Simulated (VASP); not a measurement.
# SiC: single point with PBE

SiC:

```
Si C
1.0
     3.07600    0.00000    0.00000
    -1.53800    2.66389    0.00000
     0.00000    0.00000    5.04800
Si C
2 2
Direct
  0.33333 0.66667 0.00000
  0.66667 0.33333 0.50000
  0.33333 0.66667 0.38500
  0.66667 0.33333 0.88500
```

| Item | Value |
| --- | --- |
| Program | VASP 6.6.1 |
| Task | single point |
| Functional | PBE |
| Potentials or basis | VASP PAW PBE potentials, release 64 (Si, C) |
| Cutoff | 600 eV |
| k mesh | 9 × 9 × 4 |
| Occupations | gaussian, width 0.02 eV |
| Spin | no spin polarisation |
| Dipole correction | no |
| Further INCAR settings | ALGO = Normal; EDIFF = 1e-06; NBANDS = 16 |

* Pressure: 3.5 GPa
* Largest force: 0.751 eV/Å
* Band gap on the k mesh: 2.32 eV (least direct gap 4.11 eV)

Forces on the atoms (eV/Å):
```
Si   0.000  0.000  0.751
Si   0.000  0.000  0.751
C    0.000  0.000 -0.751
C    0.000  0.000 -0.751
```

Stress tensor (GPa, compression positive):
```
5.12 0.00 0.00
0.00 5.12 0.00
0.00 0.00 0.26
```

Levels at points of the mesh, in eV from the valence-band top:
```
           k point  band 4  band 5  band 6  band 7  band 8  band 9  band 10  band 11  band 12  band 13
(0.00, 0.00, 0.00)   -1.56   -1.56   -0.28   -0.28    0.00    4.63     6.03     6.51     6.51     7.55
(0.00, 0.00, 0.50)   -4.45   -0.97   -0.97   -0.97   -0.97    5.71     5.71     7.17     7.17     7.17
```

It took 35 s on 1 thread of Intel Xeon 8259CL, with other jobs on the host, peak memory 0.18 GiB.

Caveat: the cell stands under pressure. PBE gaps usually lie below the measured ones, often by a third to a half.
